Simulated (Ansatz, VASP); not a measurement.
# Ta in VASP and in Ansatz

Contents of INCAR:

```
ALGO = Normal
EDIFF = 1E-6
ENCUT = 520
GGA = PE
ISIF = 2
ISMEAR = 0
LASPH = T
LCHARG = F
LREAL = F
LWAVE = F
NBANDS = 12
NELM = 60
PREC = Accurate
SIGMA = 0.026000000000000002
```

KPOINTS

```
k-points
0
Gamma
  11 11 11
```

POSCAR

```
Ta
1.0
   -1.6512800000      1.6512800000      1.6512800000
    1.6512800000     -1.6512800000      1.6512800000
    1.6512800000      1.6512800000     -1.6512800000
Ta
1
Direct
    0.0000000000      0.0000000000      0.0000000000
```

Contents of input.yaml:

```yaml
crystal:
  lattice:
    - [-1.65128, 1.65128, 1.65128]
    - [1.65128, -1.65128, 1.65128]
    - [1.65128, 1.65128, -1.65128]
  atoms:
    - { symbol: Ta, position: [0.0, 0.0, 0.0] }
hamiltonian:
  xc: pbe
  pseudopotentials: { kind: paw }
kpoints:
  mp_grid: { grid: [11, 11, 11] }
scf:
  occupations: { method: gaussian, width: 0.026 }
output:
  forces: true
  stress: true
  eigenvalues: true
```

Alike in both runs: task single point; functional PBE; k mesh 11 × 11 × 11; occupations gaussian, width 0.026 eV; no spin polarisation.

|  | VASP | Ansatz |
| --- | --- | --- |
| version | VASP 6.6.1 | Ansatz 0.2.0 |
| potentials or method | VASP PAW PBE potentials, release 64 (Ta_pv) | Ansatz PAW |
| plane-wave cutoff (eV) | 520 | 420 |
| valence electrons in the cell | 11 | 13 |

Ansatz gave:

| Property | Result |
| --- | --- |
| gap on the k mesh at the Fermi level (eV) | none |
| pressure (GPa) | 2.1 |

Task: What did VASP give for the same quantities?

Result: gap on the k mesh at the Fermi level (eV): none; pressure (GPa): 2.2.

A gap of «none» marks a metal or a gap that the smearing closes. With one functional, cell and mesh, what is left measures potentials, basis and numerics. VASP's potentials hold 11 valence electrons a cell and Ansatz's 13, so a difference there can come from the potentials and not from the codes.

Spin-orbit coupling is off throughout.
